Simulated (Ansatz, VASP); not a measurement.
Two plane-wave programs on YPtS2

```xyz
4
Lattice="3.7223 0.0000 0.0000 -1.8611 3.2236 0.0000 0.0000 0.0000 6.5002" Properties=species:S:1:pos:R:3 pbc="T T T"
Y     0.0000    0.0000    3.2501
Pt    0.0000    0.0000    0.0000
S     0.0000    2.1491    1.5628
S     0.0000    2.1491    4.9374
```

Alike in both runs: task single point; functional PBE; k mesh 6 × 6 × 4; occupations gaussian, width 0.1 eV; collinear spin.

```csv
,VASP,Ansatz
version,VASP 6.6.1,Ansatz 0.2.0
potentials or method,"VASP PAW PBE potentials, release 64 (Y_sv, Pt, S), cutoff 520 eV","scalar-relativistic, plane waves, PAW"
valence electrons in the cell,33,41
```

Ansatz gave:

* gap on the k mesh at the Fermi level (eV): none
* pressure (GPa): 0.0
* traceless stress, the component that is largest in VASP (GPa): -0.03
* net moment per atom (μB): 0.00

Question: What did VASP give for the same quantities?

Answer: gap on the k mesh at the Fermi level (eV): none; pressure (GPa): -0.1; traceless stress, the component that is largest in VASP (GPa): -0.05; net moment per atom (μB): 0.00.

A gap of «none» marks a metal or a gap that the smearing closes. VASP's potentials hold 33 valence electrons a cell and Ansatz's 41, so a difference there can come from the potentials and not from the codes. Ansatz's warnings: seeded moment not kept.

Neither program's run includes spin-orbit coupling.
